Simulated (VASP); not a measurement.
# Tc12H (a cell with a defect) in VASP: single point with PBE

Aim: the single point of Tc12H (a cell with a defect) with PBE.

Everything below comes from runs of VASP 6.6.1. Logs are shortened: lines on timing, memory, paths and dates and some standing lists are left out, and cuts for length are marked.

**1. The cell of the first run**

The cell holds a defect, 13 atoms: a = 5.480 Å, b = 8.220 Å, c = 4.395 Å, α = 90.00°, β = 90.00°, γ = 120.00°.

**2. Single point, PBE**

Input file INCAR:

```
PREC = Accurate
ENCUT = 520
EDIFF = 1E-6
ISMEAR = 0
SIGMA = 0.1
LREAL = False
LASPH = True
NELM = 80
ALGO = Normal
ISIF = 2
LWAVE = False
LCHARG = False
GGA = PE
NBANDS = 90
```

Input file KPOINTS:

```
Automatic mesh
0
Gamma
  4 3 4
```

Input file POSCAR:

```
Tc12H
1.0
    5.4800000000      0.0000000000      0.0000000000
   -4.1100000000      7.1187290000      0.0000000000
    0.0000000000      0.0000000000      4.3949600000
Tc H
12 1
Direct
   -0.0013694753     -0.0006930943      0.0072494862
    0.1658983199      0.2215661615      0.4952951882
    0.0032337243      0.3319339078      0.0123123140
    0.1729115088      0.5575959861      0.4885261611
    0.0026983498      0.6708001398      0.0096639339
    0.1659760510      0.8893024203      0.4942348356
    0.5000456044     -0.0000247543      0.0057904119
    0.6634244817      0.2184640744      0.4904640648
    0.4931613528      0.3316807598      0.0116605108
    0.6629011847      0.5573569072      0.4878189261
    0.5002144412      0.6676963770      0.0048481932
    0.6675262855      0.8899979541      0.4928174731
    0.8330638912      0.4447728006      0.7500457311
```

Potentials or basis: VASP PAW PBE potentials, release 64 (Tc_pv, H).

Command:

```bash
> cat potpaw_PBE.64/Tc_pv/POTCAR potpaw_PBE.64/H/POTCAR > POTCAR
> mpirun -np 1 vasp_std > vasp.out
```

OUTCAR:

```text
PREC = Accurate
   ENCUT = 520
   EDIFF = 1E-6
   ISMEAR = 0
   LREAL = False
   LASPH = True
   NELM = 80
   ISIF = 2
   GGA = PE

 ion  position               nearest neighbor table
   1  0.999  0.999  0.007-  12 2.65   6 2.66   2 2.67   5 2.71   9 2.72   3 2.72  11 2.73   7 2.74
                             7 2.75   2 2.75   6 2.75  12 2.75
   2  0.166  0.222  0.495-   9 2.63   3 2.63   1 2.67  12 2.73   6 2.73   8 2.74   8 2.74  10 2.74
                             4 2.74   9 2.75   1 2.75   3 2.75
   3  0.003  0.332  0.012-  13 1.98   2 2.63   4 2.64   8 2.65   9 2.69   1 2.72  11 2.74   7 2.74
                             2 2.75   5 2.79   9 2.79   8 2.80   4 2.81
   4  0.173  0.558  0.489-  13 1.98  11 2.63   3 2.64   5 2.65  10 2.69  12 2.72   2 2.74   6 2.75
                            11 2.75   8 2.79  10 2.79   5 2.80   3 2.81
   5  0.003  0.671  0.010-  13 1.97   6 2.64  10 2.65   4 2.65   1 2.71   7 2.72  11 2.74  11 2.74
                             6 2.75   3 2.79   9 2.79   4 2.80  10 2.80
   6  0.166  0.889  0.494-   5 2.64   1 2.66   7 2.67   8 2.72   2 2.73  12 2.73  10 2.74  12 2.75
                             4 2.75   5 2.75   7 2.75   1 2.75
   7  0.500  1.000  0.006-   8 2.64  12 2.66   6 2.67   5 2.72  11 2.73   1 2.74   3 2.74   1 2.75
                             9 2.75   8 2.75   6 2.75  12 2.75
   8  0.663  0.218  0.490-  13 1.97   7 2.64   3 2.65   9 2.65  12 2.71   6 2.72   2 2.74   2 2.74
                             7 2.75  10 2.79   4 2.79   9 2.80   3 2.80
   9  0.493  0.332  0.012-  13 1.98   2 2.63  10 2.64   8 2.65   3 2.69   1 2.72  11 2.74   7 2.75
                             2 2.75   5 2.79   3 2.79   8 2.80  10 2.81
  10  0.663  0.557  0.488-  13 1.98  11 2.63   9 2.64   5 2.65   4 2.69  12 2.72   2 2.74   6 2.74
                            11 2.75   8 2.79   4 2.79   5 2.80   9 2.81
  11  0.500  0.668  0.005-  10 2.63   4 2.63  12 2.67   1 2.73   7 2.73   5 2.74   5 2.74   3 2.74
                             9 2.74   4 2.75  12 2.75  10 2.75
  12  0.668  0.890  0.493-   1 2.65   7 2.66  11 2.67   8 2.71   4 2.72  10 2.72   2 2.73   6 2.73
                             6 2.75  11 2.75   7 2.75   1 2.75
  13  0.833  0.445  0.750-   5 1.97   8 1.97  10 1.98   4 1.98   3 1.98   9 1.98

  LATTYP: Found a simple monoclinic cell.
 ALAT       =     5.4800000000
 B/A-ratio  =     0.8020000000
 C/A-ratio  =     1.3228756879
 COS(beta)  =    -0.1889822319

  Lattice vectors:

 A1 = (   5.4800000000,   0.0000000000,   0.0000000000)
 A2 = (   0.0000000000,   0.0000000000,   4.3949600000)
 A3 = (  -1.3700000000,  -7.1187290000,   0.0000000000)

Analysis of symmetry for initial positions (statically):
=====================================================================
 Subroutine PRICEL returns:
 Original cell was already a primitive cell.

 Routine SETGRP: Setting up the symmetry group for a
 simple monoclinic supercell.

 Subroutine GETGRP returns: Found  1 space group operations
 (whereof  1 operations were pure point group operations)
 out of a pool of  4 trial point group operations.

The static configuration has the point symmetry C_1 .

Analysis of symmetry for dynamics (positions and initial velocities):
=====================================================================
 Subroutine PRICEL returns:
 Original cell was already a primitive cell.

 Routine SETGRP: Setting up the symmetry group for a
 simple monoclinic supercell.

 Subroutine GETGRP returns: Found  1 space group operations
 (whereof  1 operations were pure point group operations)
 out of a pool of  4 trial point group operations.

The dynamic configuration has the point symmetry C_1 .

 Subroutine INISYM returns: Found  1 space group operations
 (whereof  1 operations are pure point group operations),
 and found     1 'primitive' translations

----------------------------------------------------------------------------------------

                                     Primitive cell

  volume of cell :     171.4502

  direct lattice vectors                    reciprocal lattice vectors
     5.480000000  0.000000000  0.000000000     0.182481752  0.105355886  0.000000000
    -4.110000000  7.118729000  0.000000000     0.000000000  0.140474514  0.000000000
     0.000000000  0.000000000  4.394960000     0.000000000  0.000000000  0.227533356

  length of vectors
     5.480000000  8.220000157  4.394960000     0.210711776  0.140474514  0.227533356

[... 45 lines left out ...]

  Length of vectors
     0.052677944  0.046824838  0.056883339

  Shift w.r.t. Gamma in fractional coordinates (k-lattice)
     0.000000000  0.000000000  0.000000000

 Subroutine IBZKPT returns following result:
 ===========================================

 Found     26 irreducible k-points:

 Following reciprocal coordinates:
            Coordinates               Weight
  0.000000  0.000000  0.000000      1.000000
  0.250000  0.000000  0.000000      2.000000
  0.500000  0.000000  0.000000      1.000000
  0.000000  0.333333  0.000000      2.000000
  0.250000  0.333333  0.000000      2.000000
  0.500000  0.333333  0.000000      2.000000
[... 16 lines left out ...]
  0.000000  0.333333  0.500000      2.000000
  0.250000  0.333333  0.500000      2.000000
 [... further k-points ...]
   k-points           NKPTS =     26   k-points in BZ     NKDIM =     26   number of bands    NBANDS=     90
   number of dos      NEDOS =    301   number of ions     NIONS =     13
   total plane-waves  NPLWV =  96768
   dimension x,y,z NGX =    42 NGY =   64 NGZ =   36
   dimension x,y,z NGXF=    84 NGYF=  128 NGZF=   72
   ions per type =              12   1
   NGX,Y,Z   is equivalent  to a cutoff of  12.74, 12.94, 13.62 a.u.
   NGXF,Y,Z  is equivalent  to a cutoff of  25.48, 25.89, 27.24 a.u.
 SYSTEM =  unknown system
   PREC   = accura    normal or accurate (medium, high low for compatibility)
   ISTART =      0    job   : 0-new  1-cont  2-samecut
   ICHARG =      2    charge: 1-file 2-atom 10-const
   ISPIN  =      1    spin polarized calculation?
   LNONCOLLINEAR =      F non collinear calculations
   LSORBIT =      F    spin-orbit coupling
   LASPH  =      T    aspherical Exc in radial PAW
   ENCUT  =  520.0 eV  38.22 Ry    6.18 a.u.  10.19 15.28  8.17*2*pi/ulx,y,z
   NELM   =     80;   NELMIN=  2; NELMDL= -5     # of ELM steps
   EDIFF  = 0.1E-05   stopping-criterion for ELM
   LREAL  =      F    real-space projection
   EDIFFG = 0.1E-04   stopping-criterion for IOM
   NSW    =      0    number of steps for IOM
   IBRION =     -1    ionic relax: 0-MD 1-quasi-New 2-CG
   NFREE  =      0    steps in history (QN), initial steepest desc. (CG)
   ISIF   =      2    stress and relaxation
   ISYM   =      2    0-nonsym 1-usesym 2-fastsym
   POTIM  = 0.5000    time-step for ionic-motion
   TEBEG  =    0.0;   TEEND  =   0.0 temperature during run
   PSTRESS=    0.0 pullay stress
   NELECT =     157.0000    total number of electrons
   NUPDOWN=      -1.0000    fix difference up-down
   EMIN   =  10.00;   EMAX   =-10.00  energy-range for DOS
   EFERMI =   0.00;   METHOD = LEGACY
   ISMEAR =     0;   SIGMA  =   0.10  broadening in eV -4-tet -1-fermi 0-gaus
   EFERMI_NEDOS =   21; number of points for ismear=-14 and -15
   IALGO  =     38    algorithm
   IMIX   =      4    mixing-type and parameters
     AMIX     =   0.40;   BMIX     =  1.00
     AMIX_MAG =   1.60;   BMIX_MAG =  1.00
  volume/ion in A,a.u.               =      13.19        89.00
  Fermi-wavevector in a.u.,A,eV,Ry     =   1.589750  3.004191 34.386057  2.527304
  Thomas-Fermi vector in A             =   2.688551
   LORBIT       =      0    0 simple, 1 ext, 2 COOP (PROOUT), +10 PAW based schemes
   GGA     = PE    functional components
   LHFCALC =     F    Hartree Fock is set to
   AEXX    =    0.0000 exact exchange contribution
   IVDW    =     0    specifies the selected vdW correction
   LEPSILON=     F    determine dielectric tensor
   LRPA    =     F    only Hartree local field effects (RPA)
 non-spin polarized calculation
 Gauss-broadening in eV      SIGMA  =   0.10
  energy-cutoff  :      520.00
  volume of cell :      171.45
 maximum number of plane-waves:      4640
 NGX is ok and might be reduce to    42
   NGX = 21   NGY = 31   NGZ = 17

 number of electron     157.0000006 magnetization

 Free energy of the ion-electron system (eV)
  ---------------------------------------------------
  ext. energy  EPLUGINS =         0.00000000
  ---------------------------------------------------
  free energy    TOTEN  =      -127.77325605 eV

  energy without entropy =     -127.72426027  energy(sigma->0) =     -127.74875816

 E-fermi :  12.7884     XC(G=0): -13.8558

 val. band max:       12.7870786270   @ k =   0.2500   0.3333   0.5000
 cond. band min:      12.7975648207   @ k =   0.0000   0.3333   0.5000
 fundamental gap:      0.0104861936
 Fermi energy:        12.7883818428

 k-point     1 :       0.0000    0.0000    0.0000
  band No.  band energies     occupation
      1     -26.6730      2.00000
      2     -26.5246      2.00000
      3     -26.4101      2.00000
      4     -26.3878      2.00000
      5     -26.3328      2.00000
      6     -26.3154      2.00000
[... 2221 lines left out ...]
     89      15.0982      0.00000
     90      15.1817      0.00000

 [... further k-points ...]

------------------------ aborting loop because EDIFF is reached ----------------------------------------

  FORCE on cell =-STRESS in cart. coord.  units (eV):
  Direction    XX          YY          ZZ          XY          YZ          ZX
  --------------------------------------------------------------------------------------
  -------------------------------------------------------------------------------------
  Total        7.2451845      7.8595352      4.5638986     -0.4729041      0.4033221     -0.0505680
  in kB       67.7052095     73.4462290     42.6489771     -4.4192210      3.7689872     -0.4725505
  external PRESSURE =      61.2668052 kB  Pullay stress =       0.0000000 kB

 VOLUME and BASIS-vectors are now :
 -----------------------------------------------------------------------------
  energy-cutoff  :      520.00
  volume of cell :      171.45
      direct lattice vectors                 reciprocal lattice vectors
     5.480000000  0.000000000  0.000000000     0.182481752  0.105355886  0.000000000
    -4.110000000  7.118729000  0.000000000     0.000000000  0.140474514  0.000000000
     0.000000000  0.000000000  4.394960000     0.000000000  0.000000000  0.227533356

 POSITION                                       TOTAL-FORCE (eV/Angst)
 -----------------------------------------------------------------------------------
      1.36534      7.11380      0.03186        -0.002640     -0.000037      0.011724
     -0.00151      1.57727      2.17680        -0.002678      0.027847     -0.018544
     -1.34653      2.36295      0.05411         0.011327      0.007881      0.007125
     -1.34416      3.96937      2.14705         0.006594     -0.003832     -0.013938
     -2.74220      4.77524      0.04247        -0.011121      0.005434      0.027600
     -2.74548      6.33070      2.17214        -0.002287      0.006846     -0.014972
     -1.36965      7.11855      0.02545         0.008930     -0.005757      0.017517
      2.73768      1.55519      2.15557         0.007954     -0.003202     -0.026567
      1.33932      2.36115      0.05125        -0.001924      0.004619      0.010872
      1.34196      3.96767      2.14394        -0.016143     -0.008484     -0.008447
     -0.00306      4.75315      0.02131         0.002612     -0.024099      0.018044
      0.00015      6.33565      2.16591        -0.002113     -0.003388     -0.010875
      2.73717      3.16622      3.29642         0.001491     -0.003828      0.000460
 -----------------------------------------------------------------------------------
    total drift:                               -0.000010      0.000055      0.000011

  FREE ENERGIE OF THE ION-ELECTRON SYSTEM (eV)
  ---------------------------------------------------
  free  energy   TOTEN  =      -127.7732560549 eV

  energy  without entropy=     -127.7242602733  energy(sigma->0) =     -127.74875816
```

Wall time 17 min (1 thread of Intel Xeon 8259CL, shared host); peak memory 0.46 GiB.

What came out:

| Item | Value |
| --- | --- |
| Free energy | -127.7733 eV |
| Pressure | 6.1 GPa |
| Largest force | 0.034 eV/Å |
| Band gap on the k mesh | zero (an odd number of electrons rules out a gap without spin polarisation) |

Forces on the atoms (eV/Å):
```
Tc  -0.003  0.000  0.012
Tc  -0.003  0.028 -0.019
Tc   0.011  0.008  0.007
Tc   0.007 -0.004 -0.014
Tc  -0.011  0.005  0.028
Tc  -0.002  0.007 -0.015
Tc   0.009 -0.006  0.018
Tc   0.008 -0.003 -0.027
Tc  -0.002  0.005  0.011
Tc  -0.016 -0.008 -0.008
Tc   0.003 -0.024  0.018
Tc  -0.002 -0.003 -0.011
H    0.001 -0.004  0.000
```

Levels at points of the mesh, in eV from the Fermi level:
| k point | band 75 | band 76 | band 77 | band 78 | band 79 | band 80 | band 81 | band 82 |
| --- | --- | --- | --- | --- | --- | --- | --- | --- |
| (0.00, 0.00, 0.00) | -0.82 | -0.63 | -0.61 | -0.51 | -0.09 | -0.09 | 1.33 | 1.41 |
| (0.50, 0.00, 0.00) | -0.57 | -0.52 | -0.32 | -0.29 | 0.23 | 0.27 | 0.41 | 0.45 |
| (0.00, 0.00, 0.50) | -0.16 | -0.01 | 0.00 | 0.14 | 0.19 | 0.31 | 0.39 | 0.40 |
| (0.50, 0.00, 0.50) | -0.43 | -0.39 | -0.36 | -0.31 | -0.28 | -0.18 | -0.02 | 0.01 |
